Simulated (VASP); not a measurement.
Input of a VASP 6.6.1 run:

File INCAR:

```
SYSTEM = Mg2C
  PREC = Accurate
  ENCUT = 520
  EDIFF = 1E-7
  ISMEAR = -1
  SIGMA = 0.026
  LREAL = Auto
  LASPH = .True.
  NELM = 80
  ALGO = Normal
  ISIF = 2
  LWAVE = .False.
  LCHARG = .True.
  GGA = PE
  LELF = .True.
  LVHAR = .True.
  NBANDS = 50
```

The input KPOINTS:

```
Automatic mesh
0
Gamma
  2 2 2
  0 0 0
```

The input POSCAR:

```
Mg2C
1.0
    0.0000000000      5.4218852363      5.4218852363
    5.4218852363      0.0000000000      5.4218852363
    5.4218852363      5.4218852363      0.0000000000
C Mg
8 16
Direct
    0.0164796922      0.0046474610     -0.0161436468
    0.0032856653     -0.0153488125      0.5007303515
   -0.0105906889      0.4947689564      0.0133530123
   -0.0086367560      0.5089302668      0.4961007810
    0.5064858219     -0.0020157195      0.0097362813
    0.5009972328      0.0084880992      0.4893603211
    0.4994322790      0.5145463945     -0.0110600829
    0.4943160696      0.4868065046      0.5017129433
    0.1322679232      0.1078258714      0.1277235629
    0.3610696123      0.3765227243      0.3837951025
    0.1196917625      0.1324293984      0.6276534548
    0.3731148691      0.3743035700      0.8843239558
    0.1435570777      0.6205409841      0.1104235840
    0.3646576631      0.8671885876      0.3753360522
    0.1216504908      0.6211758186      0.6189494712
    0.3835785726      0.8796268811      0.8721093852
    0.6111929441      0.1257525695      0.1451437951
    0.8883727320      0.3752156144      0.3710261122
    0.6317167094      0.1389943658      0.6079755208
    0.8606331187      0.3846250721      0.8881683750
    0.6303181183      0.6261837630      0.1271566014
    0.8769437738      0.8730082423      0.3638506560
    0.6151691441      0.6320442707      0.6259991409
    0.8851914585      0.8641554175      0.8783755636
```

Potentials or basis: VASP PAW PBE potentials, release 64 (C, Mg).

Launch:

```console
$ cat potpaw_PBE.64/C/POTCAR potpaw_PBE.64/Mg/POTCAR > POTCAR
$ mpirun -np 1 vasp_std > vasp.out
```

(1) Predict the pressure.

(2) Predict the band gap on the k mesh.

(3) Predict the largest force.

## Answers

(1) 2.5 GPa.

(2) 0.64 eV.

(3) 1.182 eV/Å.

Caveat: the k points lie up to 0.50 Å⁻¹ apart; forces of over 1 eV/Å act on the atoms, so gaps and moduli don't describe the material at rest.
